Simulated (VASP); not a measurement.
Input of a VASP 6.6.1 run:

INCAR

```
SYSTEM = Zr2HS4
ALGO = Normal
DIPOL = 0.5 0.5 0.285
EDIFF = 1E-6
ENCUT = 400
GGA = PE
GGA_COMPAT = .False.
IDIPOL = 3
ISIF = 2
ISMEAR = 0
IVDW = 12
LASPH = .True.
LCHARG = .False.
LDIPOL = .True.
LREAL = .False.
LWAVE = .False.
NBANDS = 62
NELM = 120
NELMDL = -8
PREC = Accurate
SIGMA = 0.05
```

The input KPOINTS:

```
k-points
0
Gamma
  6 6 1
  0 0 0
```

File POSCAR:

```
Zr2HS4
1.0
    7.2976778227      0.0000000000      0.0000000000
   -3.6488389114      6.3199743831      0.0000000000
    0.0000000000      0.0000000000     20.9171506047
S Zr H
8 4 2
Direct
    0.3333333333      0.1666666667      0.1912306354
    0.3333333333      0.6666666667      0.1912306354
    0.8333333333      0.1666666667      0.1912306354
    0.8333333333      0.6666666667      0.1912306354
    0.1666666667      0.3333333333      0.3306927762
    0.1666666667      0.8333333333      0.3306927762
    0.6666666667      0.3333333333      0.3306927762
    0.6666666667      0.8333333333      0.3306927762
    0.0000000000      0.0000000000      0.2609617058
    0.0000000000      0.5000000000      0.2609617058
    0.5000000000      0.0000000000      0.2609617058
    0.5000000000      0.5000000000      0.2609617058
    0.2969803379      0.7030196621      0.4286984769
    0.3696863288      0.6303136712      0.4286984769
```

Potentials or basis: VASP PAW PBE potentials, release 64 (S, Zr_sv, H).

Run with:

```sh
$ cat potpaw_PBE.64/S/POTCAR potpaw_PBE.64/Zr_sv/POTCAR potpaw_PBE.64/H/POTCAR > POTCAR
$ mpirun -np 1 vasp_std > vasp.out
```

Q: Predict the largest force.

A: 3.233 eV/Å.

Q: Estimate the dispersion energy per atom.

A: -0.221 eV.

Q: Predict the band gap on the k mesh.

A: 1.10 eV.

Forces in eV/Å, atoms in the order of the input:
```
S    0.007 -0.001 -0.021
S   -0.005  0.003  0.009
S   -0.004  0.002 -0.019
S    0.004 -0.005 -0.021
S   -0.005 -0.056 -0.069
S   -0.037  0.021 -0.025
S    0.000  0.000  0.030
S    0.046  0.032 -0.069
Zr  -0.025  0.014 -0.012
Zr   0.031 -0.012  0.003
Zr   0.026 -0.021  0.003
Zr  -0.017  0.010 -0.002
H    2.777 -1.603  0.089
H   -2.799  1.616  0.106
```
